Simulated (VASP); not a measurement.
# Lu (P6_3/mmc) in VASP: notebook, part 2 of 2

VASP 6.6.1. Earlier steps stand in the parts before.

## (4) Relaxation of shape and atoms at fixed volume, PBE (25.60 Å³/atom)

This run uses another cell than the first one, of 25.60 Å³/atom.

The input, INCAR:

```
PREC     = Accurate       # precision mode
ENCUT    = 600            # plane-wave cutoff, eV
EDIFF    = 1E-6           # SCF threshold, eV
ISMEAR   = 0              # smearing method
SIGMA    = 0.1            # smearing width, eV
LREAL    = False          # projectors in reciprocal space
LASPH    = True           # aspherical terms in the spheres
NELM     = 80             # most SCF steps
ALGO     = Fast           # electronic algorithm
ISIF     = 4              # what is computed and relaxed
LWAVE    = False          # write WAVECAR
LCHARG   = False          # write CHGCAR
GGA      = PE             # functional
IBRION   = 2              # ionic algorithm
NSW      = 50             # ionic steps
EDIFFG   = -0.01          # ionic threshold
```

The input, KPOINTS:

```
Automatic mesh
0
Gamma
  15 15 8
```

The input, POSCAR:

```
Lu
1.0
    3.3607637388      0.0000000000      0.0000000000
   -1.6803818694      2.9105067739      0.0000000000
    0.0000000000      0.0000000000      5.2335066986
Lu
2
Direct
    0.3333333333      0.6666666667      0.2500000000
    0.6666666667      0.3333333333      0.7500000000
```

Potentials or basis: VASP PAW PBE potentials, release 64 (Lu).

On the command line:

```sh
$ cat potpaw_PBE.64/Lu/POTCAR > POTCAR
$ mpirun -np 1 vasp_std > vasp.out
```

OUTCAR:

```text
PREC = Accurate
   ENCUT = 600
   EDIFF = 1E-6
   ISMEAR = 0
   LREAL = False
   LASPH = True
   NELM = 80
   ISIF = 4
   GGA = PE
   IBRION = 2
   NSW = 50
   EDIFFG = -0.01

 ion  position               nearest neighbor table
   1  0.333  0.667  0.250-   2 3.26   2 3.26   2 3.26   2 3.26   2 3.26   2 3.26
   2  0.667  0.333  0.750-   1 3.26   1 3.26   1 3.26   1 3.26   1 3.26   1 3.26

  LATTYP: Found a hexagonal cell.
 ALAT       =     3.3607637388
 C/A-ratio  =     1.5572373143

  Lattice vectors:

 A1 = (   3.3607637388,   0.0000000000,   0.0000000000)
 A2 = (  -1.6803818694,   2.9105067739,   0.0000000000)
 A3 = (   0.0000000000,   0.0000000000,   5.2335066986)

Analysis of symmetry for initial positions (statically):
=====================================================================
 Subroutine PRICEL returns:
 Original cell was already a primitive cell.

 Routine SETGRP: Setting up the symmetry group for a
 hexagonal supercell.

 Subroutine GETGRP returns: Found 24 space group operations
 (whereof 12 operations were pure point group operations)
 out of a pool of 24 trial point group operations.

The static configuration has the point symmetry D_3d.
 The point group associated with its full space group is D_6h.

Analysis of symmetry for dynamics (positions and initial velocities):
=====================================================================
 Subroutine PRICEL returns:
 Original cell was already a primitive cell.

 Routine SETGRP: Setting up the symmetry group for a
 hexagonal supercell.

 Subroutine GETGRP returns: Found 24 space group operations
 (whereof 12 operations were pure point group operations)
 out of a pool of 24 trial point group operations.

The dynamic configuration has the point symmetry D_3d.
 The point group associated with its full space group is D_6h.

 Subroutine INISYM returns: Found 24 space group operations
 (whereof 12 operations are pure point group operations),
 and found     1 'primitive' translations

----------------------------------------------------------------------------------------

                                     Primitive cell

  volume of cell :      51.1917

  direct lattice vectors                    reciprocal lattice vectors
     3.360763739  0.000000000  0.000000000     0.297551413  0.171791389  0.000000000
    -1.680381869  2.910506774  0.000000000     0.000000000  0.343582777  0.000000000
     0.000000000  0.000000000  5.233506699     0.000000000  0.000000000  0.191076473

  length of vectors
     3.360763739  3.360763739  5.233506699     0.343582777  0.343582777  0.191076473

  position of ions in fractional coordinates (direct lattice)
     0.333333333  0.666666667  0.250000000
     0.666666667  0.333333333  0.750000000

  ion indices of the primitive-cell ions
   primitive index   ion index
[... 101 lines left out ...]
   AEXX    =    0.0000 exact exchange contribution
   IVDW    =     0    specifies the selected vdW correction
   LEPSILON=     F    determine dielectric tensor
   LRPA    =     F    only Hartree local field effects (RPA)
 conjugate gradient relaxation of ions
 non-spin polarized calculation
 RMM-DIIS sequential band-by-band and
 Gauss-broadening in eV      SIGMA  =   0.10
  energy-cutoff  :      600.00
  volume of cell :       51.19
 maximum number of plane-waves:      1737
 NGX is ok and might be reduce to    28
   NGX = 13   NGY = 13   NGZ = 21

--------------------------------------- Ionic step        1  -------------------------------------------

 number of electron      49.9999984 magnetization

 Free energy of the ion-electron system (eV)
  ---------------------------------------------------
  ext. energy  EPLUGINS =         0.00000000
  ---------------------------------------------------
  free energy    TOTEN  =        -8.89338225 eV

  energy without entropy =       -8.87969170  energy(sigma->0) =       -8.88653697

------------------------ aborting loop because EDIFF is reached ----------------------------------------

  FORCE on cell =-STRESS in cart. coord.  units (eV):
  Direction    XX          YY          ZZ          XY          YZ          ZX
  --------------------------------------------------------------------------------------
  -------------------------------------------------------------------------------------
  Total        2.2792989      2.2792989      2.2307866      0.0000000     -0.0000000     -0.0000000
  in kB       71.3366138     71.3366138     69.8182931      0.0000000     -0.0000000     -0.0000000
  external PRESSURE =      70.8305069 kB  Pullay stress =       0.0000000 kB

 VOLUME and BASIS-vectors are now :
 -----------------------------------------------------------------------------
  energy-cutoff  :      600.00
  volume of cell :       51.19
      direct lattice vectors                 reciprocal lattice vectors
     3.360763739  0.000000000  0.000000000     0.297551413  0.171791389  0.000000000
    -1.680381869  2.910506774  0.000000000     0.000000000  0.343582777  0.000000000
     0.000000000  0.000000000  5.233506699     0.000000000  0.000000000  0.191076473

 POSITION                                       TOTAL-FORCE (eV/Angst)
 -----------------------------------------------------------------------------------
     -0.00000      1.94034      1.30838         0.000000     -0.000000      0.000000
      1.68038      0.97017      3.92513        -0.000000      0.000000      0.000000
 -----------------------------------------------------------------------------------
    total drift:                                0.000000     -0.000000      0.000000

  FREE ENERGIE OF THE ION-ELECTRON SYSTEM (eV)
  ---------------------------------------------------
  free  energy   TOTEN  =        -8.8933822496 eV

  energy  without entropy=       -8.8796916981  energy(sigma->0) =       -8.88653697

--------------------------------------- Ionic step        2  -------------------------------------------

 number of electron      49.9999984 magnetization

 Free energy of the ion-electron system (eV)
  ---------------------------------------------------
  ext. energy  EPLUGINS =         0.00000000
  ---------------------------------------------------
  free energy    TOTEN  =        -8.89340851 eV

  energy without entropy =       -8.87975042  energy(sigma->0) =       -8.88657946

 E-fermi :   2.7325     XC(G=0): -11.2998

 val. band max:        2.7290723738   @ k =   0.2000   0.2000   0.3750
 cond. band min:       2.7349281168   @ k =   0.2667   0.0000   0.3750
 fundamental gap:      0.0058557430
 Fermi energy:         2.7324629535

 k-point     1 :       0.0000    0.0000    0.0000
  band No.  band energies     occupation
      1     -53.1816      2.00000
      2     -53.1158      2.00000
      3     -24.3114      2.00000
      4     -23.6495      2.00000
      5     -23.6495      2.00000
      6     -23.5204      2.00000
[... 781 lines left out ...]
     29       5.6118      0.00000
     30       8.9745      0.00000

 [... further k-points ...]

------------------------ aborting loop because EDIFF is reached ----------------------------------------

  FORCE on cell =-STRESS in cart. coord.  units (eV):
  Direction    XX          YY          ZZ          XY          YZ          ZX
  --------------------------------------------------------------------------------------
  -------------------------------------------------------------------------------------
  Total        2.4627464      2.4627464      2.4476457     -0.0000000      0.0000000      0.0000000
  in kB       77.0780825     77.0780825     76.6054645     -0.0000000      0.0000000      0.0000000
  external PRESSURE =      76.9205432 kB  Pullay stress =       0.0000000 kB

 VOLUME and BASIS-vectors are now :
 -----------------------------------------------------------------------------
  energy-cutoff  :      600.00
  volume of cell :       51.19
      direct lattice vectors                 reciprocal lattice vectors
     3.362075152  0.000000000 -0.000000000     0.297435350  0.171724379  0.000000000
    -1.681037576  2.911642491  0.000000000     0.000000000  0.343448759  0.000000000
     0.000000000 -0.000000000  5.229424723     0.000000000 -0.000000000  0.191225623

 POSITION                                       TOTAL-FORCE (eV/Angst)
 -----------------------------------------------------------------------------------
     -0.00000      1.94109      1.30736        -0.000000      0.000000      0.000000
      1.68104      0.97055      3.92207         0.000000     -0.000000      0.000000
 -----------------------------------------------------------------------------------
    total drift:                                0.000000     -0.000000      0.000000

  FREE ENERGIE OF THE ION-ELECTRON SYSTEM (eV)
  ---------------------------------------------------
  free  energy   TOTEN  =        -8.8934085082 eV

  energy  without entropy=       -8.8797504217  energy(sigma->0) =       -8.88657946

 reached required accuracy - stopping structural energy minimisation
```

Run time: 11 min. Hardware: 1 thread of Oxide Virtual Turin-like, shared host; peak memory 0.33 GiB.

What came out:

| Property | Result |
| --- | --- |
| Free energy | -8.8934 eV |
| Energy gained by relaxing | 0.0 meV/atom |
| Ionic steps | 2 |
| Pressure after relaxing | 7.7 GPa |
| Band gap on the k mesh | zero (bands 25 and 26 overlap by 1.96 eV) |

Final structure:
```yaml
crystal:
  lattice:
    - [3.36208, 0.00000, 0.00000]
    - [-1.68104, 2.91164, 0.00000]
    - [0.00000, 0.00000, 5.22942]
  atoms:
    - { symbol: Lu, position: [0.33333, 0.66667, 0.25000] }
    - { symbol: Lu, position: [0.66667, 0.33333, 0.75000] }
```

Caveat: spin-orbit coupling is left out, which moves the levels of the heavy elements.

## (5) The runs side by side

```csv
task,cell,cutoff (eV),gap on the mesh (eV),pressure (GPa)
single point,"a = 3.576, b = 3.576, c = 5.568 Å, angles 90.0, 90.0, 120.0°, 2 atoms",520,none,-2.4
single point,"a = 3.618, b = 3.618, c = 5.646 Å, angles 90.0, 90.0, 120.0°, 2 atoms",520,none,-4.9
relaxation of shape and atoms at fixed volume,"relaxed from a = 3.361, b = 3.361, c = 5.234 Å, angles 90.0, 90.0, 120.0°, 2 atoms",600,none,7.7
```

Alike in all rows: level PBE; potentials or basis VASP PAW PBE potentials, release 64 (Lu); no spin polarisation; k mesh 15 × 15 × 8; smearing gaussian 0.1 eV.

Caveats: spin-orbit coupling is left out, which moves the levels of the heavy elements; the cell stands under tension (at least some runs).

Absolute energies hang on the potentials; compare differences alone.
